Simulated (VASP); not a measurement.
## CdF2: single point with r2SCAN

The system is CdF2.

```xyz
3
Lattice="2.6026 2.6026 0.0000 -2.6026 2.6026 0.0000 0.0000 2.6026 2.6026" Properties=species:S:1:pos:R:3 pbc="T T T"
Cd    0.0000    0.0000    0.0000
F    -1.3013    3.9040    1.3013
F     1.3013    3.9040    1.3013
```

| Quantity | Value |
| --- | --- |
| Program | VASP 6.6.1 |
| Task | single point |
| Functional | r2SCAN |
| Potentials or basis | VASP PAW PBE potentials, release 64 (Cd, F) |
| Cutoff | 520 eV |
| k mesh | 8 × 8 × 8 |
| Occupations | gaussian, width 0.01 eV |
| Spin | no spin polarisation |
| Dipole correction | no |
| Further INCAR settings | ALGO = Normal; EDIFF = 1e-07; NBANDS = 20 |

The pressure is 16.8 GPa and the band gap on the k mesh is 4.13 eV (least direct gap 4.47 eV).

Levels at points of the mesh, in eV from the valence-band top:
```
           k point  band 9  band 10  band 11  band 12  band 13  band 14  band 15  band 16  band 17  band 18
(0.00, 0.00, 0.00)   -1.30    -1.30    -0.34    -0.34    -0.34     4.13    14.10    14.10    14.10    18.91
(0.50, 0.00, 0.00)   -2.80    -2.30    -2.30    -0.31    -0.31     8.83    10.01    16.57    16.57    19.73
(0.50, 0.50, 0.00)   -3.59    -3.13    -0.75    -0.11    -0.11     9.77    11.16    12.41    16.29    16.29
```

It took 3.1 min on 1 thread of Intel Xeon 8259CL, on a shared host, peak memory 0.17 GiB.

Caveat: the cell stands under pressure; the PAW data sets were made with another functional, which shifts forces and pressure a little. A k mesh can miss the band edges.
